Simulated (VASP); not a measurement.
A run of VASP 6.6.1 is set up as follows.

Contents of INCAR:

```
ALGO = Normal ; EDIFF = 1E-7
ENCUT = 520 ; GGA = PE
ISIF = 2 ; ISMEAR = 0
LASPH = T ; LCHARG = T
LELF = T ; LREAL = F
LVHAR = T ; LWAVE = F
NBANDS = 36 ; NELM = 60
PREC = Accurate ; SIGMA = 0.05
```

Contents of KPOINTS:

```
k-points
0
Gamma
  7 7 2
```

File POSCAR:

```
MgO
1.0
   -3.5213164963      0.0000000000      0.0000000000
   -1.7606582481     -3.0495495406      0.0000000000
   -1.1737721654     -1.0165165135     12.7181472718
Mg O
6 6
Direct
    0.6527750000      0.6388833333      0.0833500000
    0.5972194444      0.5277722222      0.4166833333
    0.5416638889      0.4166611111      0.7500166667
    0.1805527778      0.0277722222      0.9166833333
    0.2916638889      0.2499944444      0.2500166667
    0.2361083333      0.1388833333      0.5833500000
    0.5138861111      0.3611055556      0.9166833333
    0.6249972222      0.5833277778      0.2500166667
    0.5694416667      0.4722166667      0.5833500000
    0.3194416667      0.3055500000      0.0833500000
    0.2638861111      0.1944388889      0.4166833333
    0.2083305556      0.0833277778      0.7500166667
```

Potentials or basis: VASP PAW PBE potentials, release 64 (Mg, O).

Run with:

```bash
$ cat potpaw_PBE.64/Mg/POTCAR potpaw_PBE.64/O/POTCAR > POTCAR
$ mpirun -np 1 vasp_std > vasp.out
```

Task: What does it give for the band gap on the k mesh?

Result: 1.53 eV.

Task: What does it give for the largest force?

Result: 3.020 eV/Å.

Stress tensor (GPa, compression positive):
```
-2.89 -2.35  3.95
-2.35 -4.61  1.73
 3.95  1.73 10.29
```

Caveat: an odd mesh through Γ misses points on the zone boundary, where band edges can lie; forces of over 1 eV/Å act on the atoms, so gaps and moduli don't describe the material at rest.
